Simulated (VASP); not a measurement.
Here is a VASP 6.6.1 calculation.

The input INCAR:

```
SYSTEM = Cu
ALGO = Normal ; EDIFF = 1E-7
EDIFFG = -0.01 ; ENCUT = 820
GGA = RE ; GGA_COMPAT = .False.
IBRION = 2 ; ISIF = 3
ISMEAR = -1 ; LASPH = .True.
LCHARG = .False. ; LREAL = .False.
LWAVE = .False. ; NELM = 120
NELMIN = 4 ; NSW = 60
PREC = Accurate ; SIGMA = 0.05
```

Contents of KPOINTS:

```
k-points
0
Gamma
  13 13 13
  0 0 0
```

Contents of POSCAR:

```
Cu
1.0
   -1.4427933200      1.4427933200      1.3760814500
    1.4427933200     -1.4427933200      1.3760814500
    1.4427933200      1.4427933200     -1.3760814500
Cu
1
Direct
    0.0000000000      0.0000000000      0.0000000000
```

Potentials or basis: VASP PAW PBE potentials, release 64 (Cu_sv_GW).

Run with:

```bash
$ cat potpaw_PBE.64/Cu_sv_GW/POTCAR > POTCAR
$ mpirun -np 1 vasp_std > vasp.out
```

Q: Predict the space group after relaxing (to 0.1 Å).

A: I4/mmm (No. 139).

Q: Predict the relaxed volume.

A: 12.12 Å³/atom.

Q: Predict the band gap on the k mesh.

A: Zero (an odd number of electrons rules out a gap without spin polarisation).

Final structure:
```xyz
1
Lattice="-1.4740 1.4740 1.3940 1.4740 -1.4740 1.3940 1.4740 1.4740 -1.3940" Properties=species:S:1:pos:R:3 pbc="T T T"
Cu    0.0000    0.0000    0.0000
```

Caveat: the PAW data sets were made with another functional, which shifts forces and pressure a little.
